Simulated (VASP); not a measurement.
**Ta2H: single point with r2SCAN**

The system is Ta2H.

```
CELL_PARAMETERS angstrom
1.72050 -2.37147 0.00000
1.72050 2.37147 0.00000
0.00000 0.00000 4.75857
ATOMIC_POSITIONS crystal
Ta 0.00000 0.50000 0.26457
Ta 0.50000 0.00000 0.73543
H 0.00000 0.00000 0.00000
```

| Item | Value |
| --- | --- |
| Program | VASP 6.6.1 |
| Task | single point |
| Functional | r2SCAN |
| Potentials or basis | VASP PAW PBE potentials, release 64 (Ta_pv, H) |
| Cutoff | 520 eV |
| k mesh | 12 × 12 × 8 |
| Occupations | gaussian, width 0.05 eV |
| Spin | no spin polarisation |
| Dipole correction | no |
| Further INCAR settings | ALGO = Normal; EDIFF = 1e-06; NBANDS = 18 |

```json
{
  "Pressure": "-0.3 GPa",
  "Largest force": "0.035 eV/Å",
  "Band gap on the k mesh": "zero (an odd number of electrons rules out a gap without spin polarisation)"
}
```

Forces on the atoms (eV/Å):
```
Ta   0.000  0.000 -0.035
Ta   0.000  0.000  0.035
H    0.000  0.000  0.000
```

Stress tensor (GPa, compression positive):
```
-0.92  0.00  0.00
 0.00 -0.11  0.00
 0.00  0.00  0.01
```

Levels at points of the mesh, in eV from the Fermi level:
```tsv
k point	band 9	band 10	band 11	band 12	band 13	band 14
(0.00, 0.00, 0.00)	-3.32	-0.77	0.26	0.32	0.92	3.31
(0.50, 0.00, 0.00)	-2.74	-1.83	-0.91	-0.87	3.03	3.15
(0.50, 0.50, 0.00)	-3.92	-2.45	-0.29	3.78	4.19	5.94
(0.00, 0.00, 0.50)	-2.27	-1.24	-0.80	0.43	2.40	3.08
(0.50, 0.00, 0.50)	-1.80	-1.66	-0.70	0.71	3.27	3.35
(0.50, 0.50, 0.50)	-3.08	-2.13	0.24	0.26	0.89	1.73
```

Run time: 9.7 min on 1 thread of Intel Xeon 8259CL (shared host), peak memory 0.27 GiB.

Caveat: the PAW data sets were made with another functional, which shifts forces and pressure a little; spin-orbit coupling is left out, which moves the levels of the heavy elements.
